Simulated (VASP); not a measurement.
Here is a VASP 6.6.1 calculation.

The input INCAR:

```
SYSTEM = SnO2
PREC     = Accurate       ! precision mode
ENCUT    = 520            ! plane-wave cutoff, eV
EDIFF    = 1E-7           ! SCF threshold, eV
ISMEAR   = 1              ! smearing method
SIGMA    = 0.02           ! smearing width, eV
LREAL    = .FALSE.        ! projectors in reciprocal space
LASPH    = .TRUE.         ! aspherical terms in the spheres
NELM     = 80             ! most SCF steps
ALGO     = Normal         ! electronic algorithm
ISIF     = 2              ! what is computed and relaxed
LWAVE    = .FALSE.        ! write WAVECAR
LCHARG   = .TRUE.         ! write CHGCAR
GGA      = PS             ! functional
LELF     = .TRUE.         ! ELF
LVHAR    = .TRUE.       
NBANDS   = 20             ! bands
```

KPOINTS

```
Automatic mesh
0
G
  8 8 8
  0 0 0
```

The input POSCAR:

```
SnO2
1.0
    1.6565498395      0.9564094906      4.9177261137
   -1.6565498395      0.9564094906      4.9177261137
    0.0000000000     -1.9128189812      4.9177261137
Sn O
1 2
Direct
    0.5000000000      0.5000000000      0.5000000000
    0.2371700000      0.2371700000      0.2371700000
    0.7628300000      0.7628300000      0.7628300000
```

Potentials or basis: VASP PAW PBE potentials, release 64 (Sn_d, O).

The run is started by

```console
$ cat potpaw_PBE.64/Sn_d/POTCAR potpaw_PBE.64/O/POTCAR > POTCAR
$ mpirun -np 1 vasp_std > vasp.out
```

Question: Predict the largest force.

Answer: 0.991 eV/Å.

Question: What does it give for the band gap on the k mesh?

Answer: 1.43 eV, indirect (least direct gap 1.51 eV).

Question: Predict the pressure.

Answer: -12.7 GPa.

Stress tensor (GPa, compression positive):
```
-14.87   0.00   0.00
  0.00 -14.87   0.00
  0.00   0.00  -8.24
```

Caveat: the PAW data sets were made with another functional, which shifts forces and pressure a little; spin-orbit coupling is left out, which moves the levels of the heavy elements. A hybrid or GW would open this gap; PBEsol tends to underestimate it.
